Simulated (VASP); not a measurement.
Runs of VASP 6.6.1 on CuI (Marshite). The structure is that of space group F-43m (No. 216), or close to it. The cells are those of the table. 

```csv
task,level,cell,k mesh,cutoff (eV),smearing,grid for exact exchange (PRECFOCK),screening parameter,gap on the mesh (eV),pressure (GPa)
single point,HSE06,"a = 4.287 Å, angles 60.0°, 2 atoms",4 × 4 × 4,520,fermi-dirac 0.05 eV,Normal,0.2079 1/Å,2.59,0.6
single point,PBEsol,"a = 4.371 Å, angles 60.0°, 2 atoms",8 × 8 × 8,520,fermi-dirac 0.05 eV,-,-,0.89,(b)
single point,PBE,"a = 4.287 Å, angles 60.0°, 2 atoms",8 × 8 × 8,520,gaussian 0.014 eV,-,-,1.14,(a)
single point,PBEsol,"a = 4.229 Å, angles 60.0°, 2 atoms",8 × 8 × 8,520,fermi-dirac 0.05 eV,-,-,1.14,-0.9
relaxation of cell and atoms,PBEsol,"relaxed from a = 4.287 Å, angles 60.0°, 2 atoms",8 × 8 × 8,600,fermi-dirac 0.05 eV,-,-,1.18,0.0
```

Alike in all rows: potentials or basis VASP PAW PBE potentials, release 64 (I, Cu); no spin polarisation.

Task: Fill in the values left out.

Result: (a) 0.7; (b) -4.0.

Caveats: some runs use coarse meshes; spin-orbit coupling is left out, which moves the levels of the heavy elements; the PAW data sets were made with another functional, which shifts forces and pressure a little (some runs).

A k mesh can miss the band edges, and the runs leave out spin-orbit coupling on I.
